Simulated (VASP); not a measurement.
# SnSe4 (P-43m) in VASP: further runs, part 2 of 3

VASP 6.6.1. The steps go on from the part before.

**3. Single point, PBE**

This run uses another cell than the first one, of 34.55 Å³/atom.

File INCAR:

```
ALGO     = Normal         # electronic algorithm
EDIFF    = 1E-6           # SCF threshold, eV
ENCUT    = 520            # plane-wave cutoff, eV
GGA      = PE             # functional
ISIF     = 2              # what is computed and relaxed
ISMEAR   = 0              # smearing method
LASPH    = True           # aspherical terms in the spheres
LCHARG   = False          # write CHGCAR
LREAL    = False          # projectors in reciprocal space
LWAVE    = False          # write WAVECAR
NBANDS   = 27             # bands
NELM     = 80             # most SCF steps
PREC     = Accurate       # precision mode
SIGMA    = 0.1            # smearing width, eV
```

File KPOINTS:

```
k-points
0
Gamma
  4 4 4
```

File POSCAR:

```
SnSe4
1.0
    5.5691193200      0.0000000000      0.0000000000
    0.0000000000      5.5691193200      0.0000000000
    0.0000000000      0.0000000000      5.5691193200
Sn Se
1 4
Direct
    0.5000000000      0.5000000000      0.5000000000
    0.8112232100      0.8112232100      0.8112232100
    0.1887767900      0.1887767900      0.8112232100
    0.1887767900      0.8112232100      0.1887767900
    0.8112232100      0.1887767900      0.1887767900
```

Potentials or basis: VASP PAW PBE potentials, release 64 (Sn_d, Se).

Run with:

```sh
$ cat potpaw_PBE.64/Sn_d/POTCAR potpaw_PBE.64/Se/POTCAR > POTCAR
$ mpirun -np 1 vasp_std > vasp.out
```

OUTCAR:

```text
EDIFF = 1E-6
   ENCUT = 520
   GGA = PE
   ISIF = 2
   ISMEAR = 0
   LASPH = True
   LREAL = False
   NELM = 80
   PREC = Accurate

 ion  position               nearest neighbor table
   1  0.500  0.500  0.500-   2 3.00   3 3.00   4 3.00   5 3.00
   2  0.811  0.811  0.811-   1 3.00
   3  0.189  0.189  0.811-   1 3.00
   4  0.189  0.811  0.189-   1 3.00
   5  0.811  0.189  0.189-   1 3.00

  LATTYP: Found a simple cubic cell.
 ALAT       =     5.5691193200
[... 483 lines left out ...]
  Direction    XX          YY          ZZ          XY          YZ          ZX
  --------------------------------------------------------------------------------------
  -------------------------------------------------------------------------------------
  Total       -6.4317359     -6.4317359     -6.4317359     -0.0000000      0.0000000     -0.0000000
  in kB      -59.6594460    -59.6594460    -59.6594460     -0.0000000      0.0000000     -0.0000000
  external PRESSURE =     -59.6594460 kB  Pullay stress =       0.0000000 kB

 VOLUME and BASIS-vectors are now :
 -----------------------------------------------------------------------------
  energy-cutoff  :      520.00
  volume of cell :      172.73
      direct lattice vectors                 reciprocal lattice vectors
     5.569119320  0.000000000  0.000000000     0.179561604  0.000000000  0.000000000
     0.000000000  5.569119320  0.000000000     0.000000000  0.179561604  0.000000000
     0.000000000  0.000000000  5.569119320     0.000000000  0.000000000  0.179561604

 POSITION                                       TOTAL-FORCE (eV/Angst)
 -----------------------------------------------------------------------------------
      2.78456      2.78456      2.78456         0.000000     -0.000000     -0.000000
      4.51780      4.51780      4.51780        -0.121767     -0.121767     -0.121767
      1.05132      1.05132      4.51780         0.121767      0.121767     -0.121767
      1.05132      4.51780      1.05132         0.121767     -0.121767      0.121767
      4.51780      1.05132      1.05132        -0.121767      0.121767      0.121767
 -----------------------------------------------------------------------------------
    total drift:                                0.000000      0.000000      0.000000

  FREE ENERGIE OF THE ION-ELECTRON SYSTEM (eV)
  ---------------------------------------------------
  free  energy   TOTEN  =       -14.8868691944 eV

  energy  without entropy=      -14.8473945372  energy(sigma->0) =      -14.86713187
```

OSZICAR:

```text
N       E                     dE             d eps       ncg     rms          rms(c)
DAV:   1     0.283498684747E+03    0.28350E+03   -0.16134E+04   543   0.132E+03
DAV:   2     0.214018632317E+02   -0.26210E+03   -0.25370E+03   628   0.310E+02
DAV:   3    -0.136999001319E+02   -0.35102E+02   -0.34502E+02   678   0.114E+02
DAV:   4    -0.150051875421E+02   -0.13053E+01   -0.12969E+01   608   0.253E+01
DAV:   5    -0.150337782348E+02   -0.28591E-01   -0.28580E-01   689   0.396E+00    0.394E+00
DAV:   6    -0.148867445983E+02    0.14703E+00   -0.31663E-01   634   0.330E+00    0.244E+00
DAV:   7    -0.148847202318E+02    0.20244E-02   -0.65023E-02   644   0.109E+00    0.930E-01
DAV:   8    -0.148863579268E+02   -0.16377E-02   -0.75480E-03   588   0.577E-01    0.131E-01
DAV:   9    -0.148867393096E+02   -0.38138E-03   -0.98103E-04   609   0.174E-01    0.624E-02
DAV:  10    -0.148868585323E+02   -0.11922E-03   -0.25372E-04   579   0.853E-02    0.151E-02
DAV:  11    -0.148868674859E+02   -0.89536E-05   -0.20072E-05   641   0.241E-02    0.386E-03
DAV:  12    -0.148868689864E+02   -0.15005E-05   -0.27197E-06   540   0.822E-03    0.167E-03
DAV:  13    -0.148868691944E+02   -0.20798E-06   -0.46937E-07   343   0.467E-03
   1 F= -.14886869E+02 E0= -.14867132E+02  d E =-.394747E-01
```

stdout:

```text
POSCAR found type information on POSCAR SnSe
 POSCAR found :  2 types and       5 ions
 scaLAPACK will be used
 LDA part: xc-table for (Slater+PW92), standard interpolation
 POSCAR, INCAR and KPOINTS ok, starting setup
 FFT: planning ... GRIDC
 FFT: planning ... GRID_SOFT
 FFT: planning ... GRID
 WAVECAR not read
 entering main loop
```

It took 72 s on 1 thread of Intel Xeon 8259CL, shared host; peak memory 0.26 GiB.

Results:

```yaml
Free_energy: -14.8869 eV
Pressure: -6.0 GPa
Largest_force: 0.211 eV/Å
Band_gap_on_the_k_mesh: zero (bands 19 and 20 overlap by 0.32 eV)
```

Forces in eV/Å, atoms in the order of the input:
```
Sn   0.000  0.000  0.000
Se  -0.122 -0.122 -0.122
Se   0.122  0.122 -0.122
Se   0.122 -0.122  0.122
Se  -0.122  0.122  0.122
```

Caveat: the cell stands under tension; semilocal functionals underestimate gaps, so a narrow gap can read as zero; spin-orbit coupling is left out, which moves the levels of the heavy elements.

**4. Single point, PBE**

File INCAR:

```
SYSTEM = SnSe4
PREC     = Accurate       ! precision mode
ENCUT    = 520            ! plane-wave cutoff, eV
EDIFF    = 1E-6           ! SCF threshold, eV
ISMEAR   = 0              ! smearing method
SIGMA    = 0.1            ! smearing width, eV
LREAL    = .FALSE.        ! projectors in reciprocal space
LASPH    = .TRUE.         ! aspherical terms in the spheres
NELM     = 100            ! most SCF steps
ALGO     = Normal         ! electronic algorithm
ISIF     = 2              ! what is computed and relaxed
LWAVE    = .FALSE.        ! write WAVECAR
LCHARG   = .FALSE.        ! write CHGCAR
GGA      = PE             ! functional
NBANDS   = 27             ! bands
```

File KPOINTS:

```
Automatic mesh
0
G
  8 8 8
  0 0 0
```

File POSCAR:

```
SnSe4
1.0
    5.1181527287      0.0000000000      0.0000000000
    0.0000000000      5.1181527287      0.0000000000
    0.0000000000      0.0000000000      5.1181527287
Sn Se
1 4
Direct
    0.5000000000      0.5000000000      0.5000000000
    0.7944098153      0.7944098153      0.7944098153
    0.2055901847      0.2055901847      0.7944098153
    0.2055901847      0.7944098153      0.2055901847
    0.7944098153      0.2055901847      0.2055901847
```

Potentials or basis: VASP PAW PBE potentials, release 64 (Sn_d, Se).

Run with:

```sh
$ cat potpaw_PBE.64/Sn_d/POTCAR potpaw_PBE.64/Se/POTCAR > POTCAR
$ mpirun -np 1 vasp_std > vasp.out
```

OUTCAR:

```text
SYSTEM = SnSe4
   PREC = Accurate
   ENCUT = 520
   EDIFF = 1E-6
   ISMEAR = 0
   LREAL = .FALSE.
   LASPH = .TRUE.
   NELM = 100
   ISIF = 2
   GGA = PE

 ion  position               nearest neighbor table
   1  0.500  0.500  0.500-   2 2.61   3 2.61   4 2.61   5 2.61
   2  0.794  0.794  0.794-   1 2.61
   3  0.206  0.206  0.794-   1 2.61
   4  0.206  0.794  0.206-   1 2.61
   5  0.794  0.206  0.206-   1 2.61

  LATTYP: Found a simple cubic cell.
 ALAT       =     5.1181527287

  Lattice vectors:

 A1 = (   5.1181527287,   0.0000000000,   0.0000000000)
 A2 = (   0.0000000000,   5.1181527287,   0.0000000000)
 A3 = (   0.0000000000,   0.0000000000,   5.1181527287)

Analysis of symmetry for initial positions (statically):
=====================================================================
 Subroutine PRICEL returns:
 Original cell was already a primitive cell.

 Routine SETGRP: Setting up the symmetry group for a
 simple cubic supercell.

 Subroutine GETGRP returns: Found 24 space group operations
 (whereof 24 operations were pure point group operations)
 out of a pool of 48 trial point group operations.

The static configuration has the point symmetry T_d .

Analysis of symmetry for dynamics (positions and initial velocities):
=====================================================================
 Subroutine PRICEL returns:
 Original cell was already a primitive cell.

 Routine SETGRP: Setting up the symmetry group for a
 simple cubic supercell.

 Subroutine GETGRP returns: Found 24 space group operations
 (whereof 24 operations were pure point group operations)
[... 121 lines left out ...]
   EMIN   =  10.00;   EMAX   =-10.00  energy-range for DOS
   EFERMI =   0.00;   METHOD = LEGACY
   ISMEAR =     0;   SIGMA  =   0.10  broadening in eV -4-tet -1-fermi 0-gaus
   EFERMI_NEDOS =   21; number of points for ismear=-14 and -15
   IALGO  =     38    algorithm
   IMIX   =      4    mixing-type and parameters
     AMIX     =   0.40;   BMIX     =  1.00
     AMIX_MAG =   1.60;   BMIX_MAG =  1.00
  volume/ion in A,a.u.               =      26.81       180.95
  Fermi-wavevector in a.u.,A,eV,Ry     =   1.075366  2.032146 15.733928  1.156411
  Thomas-Fermi vector in A             =   2.211220
   LORBIT       =      0    0 simple, 1 ext, 2 COOP (PROOUT), +10 PAW based schemes
   GGA     = PE    functional components
   LHFCALC =     F    Hartree Fock is set to
   AEXX    =    0.0000 exact exchange contribution
   IVDW    =     0    specifies the selected vdW correction
   LEPSILON=     F    determine dielectric tensor
   LRPA    =     F    only Hartree local field effects (RPA)
 non-spin polarized calculation
 Gauss-broadening in eV      SIGMA  =   0.10
  energy-cutoff  :      520.00
  volume of cell :      134.07
 maximum number of plane-waves:      3695
 NGX is ok and might be reduce to    40
   NGX = 19   NGY = 19   NGZ = 19

 number of electron      38.0000002 magnetization

 Free energy of the ion-electron system (eV)
  ---------------------------------------------------
  ext. energy  EPLUGINS =         0.00000000
  ---------------------------------------------------
  free energy    TOTEN  =       -15.98552923 eV

  energy without entropy =      -15.96003539  energy(sigma->0) =      -15.97278231

 E-fermi :   3.4003     XC(G=0):  -9.3528

 val. band max:        3.3952158685   @ k =   0.3750   0.2500   0.1250
 cond. band min:       3.4132057787   @ k =   0.3750   0.1250   0.0000
 fundamental gap:      0.0179899102
 Fermi energy:         3.4003391730

 k-point     1 :       0.0000    0.0000    0.0000
  band No.  band energies     occupation
      1     -17.9026      2.00000
      2     -17.9026      2.00000
      3     -17.9026      2.00000
      4     -17.8458      2.00000
      5     -17.8458      2.00000
      6     -10.7246      2.00000
[... 709 lines left out ...]
     26      10.7211      0.00000
     27      11.3986      0.00000

 [... further k-points ...]

------------------------ aborting loop because EDIFF is reached ----------------------------------------

  FORCE on cell =-STRESS in cart. coord.  units (eV):
  Direction    XX          YY          ZZ          XY          YZ          ZX
  --------------------------------------------------------------------------------------
  -------------------------------------------------------------------------------------
  Total        0.0042125      0.0042125      0.0042125      0.0000000      0.0000000      0.0000000
  in kB        0.0503401      0.0503401      0.0503401      0.0000000      0.0000000      0.0000000
  external PRESSURE =       0.0503401 kB  Pullay stress =       0.0000000 kB

 VOLUME and BASIS-vectors are now :
 -----------------------------------------------------------------------------
  energy-cutoff  :      520.00
  volume of cell :      134.07
      direct lattice vectors                 reciprocal lattice vectors
     5.118152729  0.000000000  0.000000000     0.195382993  0.000000000  0.000000000
     0.000000000  5.118152729  0.000000000     0.000000000  0.195382993  0.000000000
     0.000000000  0.000000000  5.118152729     0.000000000  0.000000000  0.195382993

 POSITION                                       TOTAL-FORCE (eV/Angst)
 -----------------------------------------------------------------------------------
      2.55908      2.55908      2.55908         0.000000      0.000000     -0.000000
      4.06591      4.06591      4.06591         0.004731      0.004731      0.004731
      1.05224      1.05224      4.06591        -0.004731     -0.004731      0.004731
      1.05224      4.06591      1.05224        -0.004731      0.004731     -0.004731
      4.06591      1.05224      1.05224         0.004731     -0.004731     -0.004731
 -----------------------------------------------------------------------------------
    total drift:                               -0.000000     -0.000000      0.000000

  FREE ENERGIE OF THE ION-ELECTRON SYSTEM (eV)
  ---------------------------------------------------
  free  energy   TOTEN  =       -15.9855292335 eV

  energy  without entropy=      -15.9600353854  energy(sigma->0) =      -15.97278231
```

OSZICAR:

```text
N       E                     dE             d eps       ncg     rms          rms(c)
DAV:   1     0.312231371810E+03    0.31223E+03   -0.16656E+04  1912   0.144E+03
DAV:   2     0.243144903575E+02   -0.28792E+03   -0.27760E+03  2037   0.359E+02
DAV:   3    -0.144607524514E+02   -0.38775E+02   -0.37881E+02  2379   0.122E+02
DAV:   4    -0.160425708401E+02   -0.15818E+01   -0.15610E+01  2156   0.261E+01
DAV:   5    -0.160734577398E+02   -0.30887E-01   -0.30847E-01  2376   0.408E+00    0.563E+00
DAV:   6    -0.159948763431E+02    0.78581E-01   -0.11886E-01  2617   0.361E+00    0.348E+00
DAV:   7    -0.159855582166E+02    0.93181E-02   -0.78994E-02  2631   0.196E+00    0.477E-01
DAV:   8    -0.159852847356E+02    0.27348E-03   -0.86658E-03  2350   0.845E-01    0.141E-01
DAV:   9    -0.159854678687E+02   -0.18313E-03   -0.85550E-04  2123   0.171E-01    0.544E-02
DAV:  10    -0.159855157287E+02   -0.47860E-04   -0.87524E-05  2515   0.559E-02    0.228E-02
DAV:  11    -0.159855280121E+02   -0.12283E-04   -0.13533E-05  2098   0.257E-02    0.678E-03
DAV:  12    -0.159855294127E+02   -0.14006E-05   -0.14013E-06  1898   0.787E-03    0.383E-03
DAV:  13    -0.159855292335E+02    0.17918E-06   -0.32643E-07  1227   0.414E-03
   1 F= -.15985529E+02 E0= -.15972782E+02  d E =-.254938E-01
```

It took 2.6 min on 1 thread of Intel Xeon 8259CL, shared host; peak memory 0.3 GiB.

What came out:

```
Free energy            : -15.9855 eV
Pressure               : 0.0 GPa
Largest force          : 0.008 eV/Å
Band gap on the k mesh : zero (bands 19 and 20 overlap by 0.75 eV)
```

Forces on the atoms (eV/Å):
```
Sn   0.000  0.000  0.000
Se   0.005  0.005  0.005
Se  -0.005 -0.005  0.005
Se  -0.005  0.005 -0.005
Se   0.005 -0.005 -0.005
```

Caveat: semilocal functionals underestimate gaps, so a narrow gap can read as zero; spin-orbit coupling is left out, which moves the levels of the heavy elements.

(Part 2 of 3 ends here.)
